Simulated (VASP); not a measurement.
The system is Y2Si2F.

```
CELL_PARAMETERS angstrom
4.07611 0.00000 0.00000
-2.03806 3.53002 0.00000
0.00000 0.00000 6.86959
ATOMIC_POSITIONS crystal
Y 0.33333 0.66667 0.26000
Y 0.66667 0.33333 0.74000
Si 0.33333 0.66667 0.62000
Si 0.66667 0.33333 0.38000
F 0.00000 0.00000 0.00000
```

| Quantity | Value |
| --- | --- |
| Program | VASP 6.6.1 |
| Task | relaxation of cell and atoms |
| Functional | PBE |
| Potentials or basis | VASP PAW PBE potentials, release 64 (Y_sv, Si, F) |
| Cutoff | 600 eV |
| k mesh | 6 × 6 × 4 |
| Occupations | gaussian, width 0.1 eV |
| Spin | no spin polarisation |

At the start: pressure 20.8 GPa; volume 19.77 Å³/atom.

Problem. How do energy, volume and symmetry change on relaxing?

Solution. Over 15 steps the energy falls by 998.5 meV/atom and the volume is 19.20 Å³/atom (-2.9 %); space group P-3m1 (No. 164, to 0.05 Å).

Step by step:
```csv
step,energy change (eV),largest force (eV/Å),pressure (GPa),volume (Å³)
1,0.0000,5.0813,20.78,98.84
2,-1.8065,0.5557,-7.89,140.24
3,-2.2254,1.0550,-2.60,125.24
4,-2.2262,1.1106,-2.31,124.64
5,-2.5649,1.1644,-2.68,120.84
6,-3.8059,1.9126,-4.34,109.64
7,-4.0226,2.6537,8.59,88.15
8,-4.6014,1.4778,-4.04,101.13
9,-4.7306,1.3197,-0.24,94.61
10,-4.7589,1.0337,-2.22,97.05
11,-4.5793,1.3447,10.23,86.42
12,-4.8649,0.8454,1.62,92.66
13,-4.9699,0.2512,-0.01,95.60
14,-4.9710,0.2872,-0.14,95.96
15,-4.9924,0.0207,-0.14,95.98
```

Final structure:
```xyz
5
Lattice="3.7208 0.0000 0.0000 -1.8604 3.2223 0.0000 0.0000 0.0000 8.0056" Properties=species:S:1:pos:R:3 pbc="T T T"
Y     0.0000    2.1482    1.5232
Y     1.8604    1.0741    6.4825
Si    0.0000    2.1482    4.5120
Si    1.8604    1.0741    3.4936
F     3.7208    0.0000    0.0000
```

Caveat: an odd number of electrons without spin polarisation forces a metal; a magnetic or distorted state may lie lower.
